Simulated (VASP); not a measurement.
# YSe (Fm-3m) in VASP: single point with LDA

Aim: the single point of YSe with LDA.

Program: VASP 6.6.1. These are calculated values, not measurements. Logs are shortened: lines on timing, memory, paths and dates and some standing lists are left out, and cuts for length are marked.

## (1) The cell of the first run

The structure is cubic, space group Fm-3m (No. 225). Conventional cell: a = 5.703 Å, b = 5.703 Å, c = 5.703 Å, α = 90.00°, β = 90.00°, γ = 90.00°. Within 3.8 Å of Y (site symmetry m-3m) lie 6 Se at 2.85 Å. Within 3.8 Å of Se (site symmetry m-3m) lie 6 Y at 2.85 Å.

## (2) Single point, LDA

Contents of INCAR:

```
PREC = Accurate
ENCUT = 520
EDIFF = 1E-6
ISMEAR = -1
SIGMA = 0.1
LREAL = False
LASPH = True
NELM = 100
ALGO = Normal
ISIF = 2
LWAVE = False
LCHARG = True
LELF = True
LVHAR = True
NBANDS = 16
```

Contents of KPOINTS:

```
Automatic mesh
0
Gamma
  4 4 4
```

Contents of POSCAR:

```
YSe
1.0
    0.0000000000      2.8515000000      2.8515000000
    2.8515000000      0.0000000000      2.8515000000
    2.8515000000      2.8515000000      0.0000000000
Y Se
1 1
Direct
    0.5000000000      0.5000000000      0.5000000000
    0.0000000000      0.0000000000      0.0000000000
```

Potentials or basis: VASP PAW LDA potentials, release 64 (Y_sv, Se).

Started as:

```
cat potpaw_LDA.64/Y_sv/POTCAR potpaw_LDA.64/Se/POTCAR > POTCAR
mpirun -np 1 vasp_std > vasp.out
```

OUTCAR:

```text
PREC = Accurate
   ENCUT = 520
   EDIFF = 1E-6
   ISMEAR = -1
   LREAL = False
   LASPH = True
   NELM = 100
   ISIF = 2

 ion  position               nearest neighbor table
   1  0.500  0.500  0.500-   2 2.85   2 2.85   2 2.85   2 2.85   2 2.85   2 2.85
   2  0.000  0.000  0.000-   1 2.85   1 2.85   1 2.85   1 2.85   1 2.85   1 2.85

  LATTYP: Found a face centered cubic cell.
 ALAT       =     5.7030000000

  Lattice vectors:

 A1 = (   0.0000000000,   2.8515000000,   2.8515000000)
 A2 = (   2.8515000000,   0.0000000000,   2.8515000000)
 A3 = (   2.8515000000,   2.8515000000,   0.0000000000)

Analysis of symmetry for initial positions (statically):
=====================================================================
 Subroutine PRICEL returns:
 Original cell was already a primitive cell.

 Routine SETGRP: Setting up the symmetry group for a
 face centered cubic supercell.

 Subroutine GETGRP returns: Found 48 space group operations
 (whereof 48 operations were pure point group operations)
 out of a pool of 48 trial point group operations.

The static configuration has the point symmetry O_h .

Analysis of symmetry for dynamics (positions and initial velocities):
=====================================================================
 Subroutine PRICEL returns:
 Original cell was already a primitive cell.

 Routine SETGRP: Setting up the symmetry group for a
 face centered cubic supercell.

 Subroutine GETGRP returns: Found 48 space group operations
 (whereof 48 operations were pure point group operations)
 out of a pool of 48 trial point group operations.

The dynamic configuration has the point symmetry O_h .

 Subroutine INISYM returns: Found 48 space group operations
 (whereof 48 operations are pure point group operations),
 and found     1 'primitive' translations

----------------------------------------------------------------------------------------

                                     Primitive cell

  volume of cell :      46.3714

  direct lattice vectors                    reciprocal lattice vectors
     0.000000000  2.851500000  2.851500000    -0.175346309  0.175346309  0.175346309
     2.851500000  0.000000000  2.851500000     0.175346309 -0.175346309  0.175346309
     2.851500000  2.851500000  0.000000000     0.175346309  0.175346309 -0.175346309

  length of vectors
     4.032629973  4.032629973  4.032629973     0.303708716  0.303708716  0.303708716

  position of ions in fractional coordinates (direct lattice)
[... 61 lines left out ...]
   NELM   =    100;   NELMIN=  2; NELMDL= -5     # of ELM steps
   EDIFF  = 0.1E-05   stopping-criterion for ELM
   LREAL  =      F    real-space projection
   EDIFFG = 0.1E-04   stopping-criterion for IOM
   NSW    =      0    number of steps for IOM
   IBRION =     -1    ionic relax: 0-MD 1-quasi-New 2-CG
   NFREE  =      0    steps in history (QN), initial steepest desc. (CG)
   ISIF   =      2    stress and relaxation
   ISYM   =      2    0-nonsym 1-usesym 2-fastsym
   POTIM  = 0.5000    time-step for ionic-motion
   TEBEG  =    0.0;   TEEND  =   0.0 temperature during run
   PSTRESS=    0.0 pullay stress
   NELECT =      17.0000    total number of electrons
   NUPDOWN=      -1.0000    fix difference up-down
   EMIN   =  10.00;   EMAX   =-10.00  energy-range for DOS
   EFERMI =   0.00;   METHOD = LEGACY
   ISMEAR =    -1;   SIGMA  =   0.10  broadening in eV -4-tet -1-fermi 0-gaus
   EFERMI_NEDOS =   21; number of points for ismear=-14 and -15
   IALGO  =     38    algorithm
   IMIX   =      4    mixing-type and parameters
     AMIX     =   0.40;   BMIX     =  1.00
     AMIX_MAG =   1.60;   BMIX_MAG =  1.00
  volume/ion in A,a.u.               =      23.19       156.46
  Fermi-wavevector in a.u.,A,eV,Ry     =   1.171677  2.214148 18.678433  1.372826
  Thomas-Fermi vector in A             =   2.308117
   LORBIT       =      0    0 simple, 1 ext, 2 COOP (PROOUT), +10 PAW based schemes
   GGA     = CA    functional components
   LHFCALC =     F    Hartree Fock is set to
   AEXX    =    0.0000 exact exchange contribution
   IVDW    =     0    specifies the selected vdW correction
   LEPSILON=     F    determine dielectric tensor
   LRPA    =     F    only Hartree local field effects (RPA)
 non-spin polarized calculation
  energy-cutoff  :      520.00
  volume of cell :       46.37
 maximum number of plane-waves:      1283
 NGX is ok and might be reduce to    30
   NGX = 15   NGY = 15   NGZ = 15

 number of electron      17.0000000 magnetization

 Free energy of the ion-electron system (eV)
  ---------------------------------------------------
  ext. energy  EPLUGINS =         0.00000000
  ---------------------------------------------------
  free energy    TOTEN  =       -14.95644496 eV

  energy without entropy =      -14.92049718  energy(sigma->0) =      -14.93847107

 E-fermi :   5.8335     XC(G=0): -10.5244

 val. band max:        5.8001236897   @ k =   0.0000   0.0000   0.0000
 cond. band min:       6.2481654658   @ k =   0.2500   0.0000   0.0000
 fundamental gap:      0.4480417761
 Fermi energy:         5.8334660991

 k-point     1 :       0.0000    0.0000    0.0000
  band No.  band energies     occupation
      1     -37.3066      2.00000
      2     -17.3991      2.00000
      3     -17.3991      2.00000
      4     -17.3991      2.00000
      5      -9.1448      2.00000
      6       3.0864      2.00000
[... 129 lines left out ...]
      3     -17.5539      2.00000
      4     -17.5083      2.00000
      5      -8.3121      2.00000
      6       0.8792      2.00000
[... 8 lines left out ...]
     15      13.4340      0.00000
     16      13.8716      0.00000

------------------------ aborting loop because EDIFF is reached ----------------------------------------

  FORCE on cell =-STRESS in cart. coord.  units (eV):
  Direction    XX          YY          ZZ          XY          YZ          ZX
  --------------------------------------------------------------------------------------
  -------------------------------------------------------------------------------------
  Total       -0.7489319     -0.7489319     -0.7489319      0.0000000      0.0000000     -0.0000000
  in kB      -25.8763378    -25.8763378    -25.8763378      0.0000000      0.0000000     -0.0000000
  external PRESSURE =     -25.8763378 kB  Pullay stress =       0.0000000 kB

 VOLUME and BASIS-vectors are now :
 -----------------------------------------------------------------------------
  energy-cutoff  :      520.00
  volume of cell :       46.37
      direct lattice vectors                 reciprocal lattice vectors
     0.000000000  2.851500000  2.851500000    -0.175346309  0.175346309  0.175346309
     2.851500000  0.000000000  2.851500000     0.175346309 -0.175346309  0.175346309
     2.851500000  2.851500000  0.000000000     0.175346309  0.175346309 -0.175346309

 POSITION                                       TOTAL-FORCE (eV/Angst)
 -----------------------------------------------------------------------------------
      2.85150      2.85150      2.85150        -0.000000     -0.000000     -0.000000
      0.00000      0.00000      0.00000         0.000000      0.000000      0.000000
 -----------------------------------------------------------------------------------
    total drift:                                0.000000     -0.000000      0.000000

  FREE ENERGIE OF THE ION-ELECTRON SYSTEM (eV)
  ---------------------------------------------------
  free  energy   TOTEN  =       -14.9564449592 eV

  energy  without entropy=      -14.9204971835  energy(sigma->0) =      -14.93847107
```

stdout:

```text
POSCAR found type information on POSCAR Y Se
 POSCAR found :  2 types and       2 ions
 scaLAPACK will be used
 LDA part: xc-table for (Slater(with rela. corr.)+CA(PZ))
 , standard interpolation
 POSCAR, INCAR and KPOINTS ok, starting setup
 FFT: planning ... GRIDC
 FFT: planning ... GRID_SOFT
 FFT: planning ... GRID
 WAVECAR not read
 entering main loop
```

Wall time 9.5 s (1 thread of Intel Xeon 6975P-C, shared host); peak memory 0.16 GiB.

What came out:

```yaml
Free_energy: -14.9564 eV
Pressure: -2.6 GPa
```

Levels at points of the mesh, in eV from the Fermi level:
| k point | band 5 | band 6 | band 7 | band 8 | band 9 | band 10 | band 11 | band 12 |
| --- | --- | --- | --- | --- | --- | --- | --- | --- |
| (0.00, 0.00, 0.00) | -14.98 | -2.75 | -2.75 | -2.75 | -0.03 | -0.03 | -0.03 | 0.76 |
| (0.50, 0.00, 0.00) | -13.86 | -6.68 | -4.67 | -4.67 | 2.00 | 2.50 | 2.50 | 2.60 |
| (0.50, 0.50, 0.00) | -14.37 | -5.20 | -3.62 | -3.62 | -1.98 | 1.88 | 2.71 | 3.41 |

Caveat: the k points lie up to 0.48 Å⁻¹ apart.
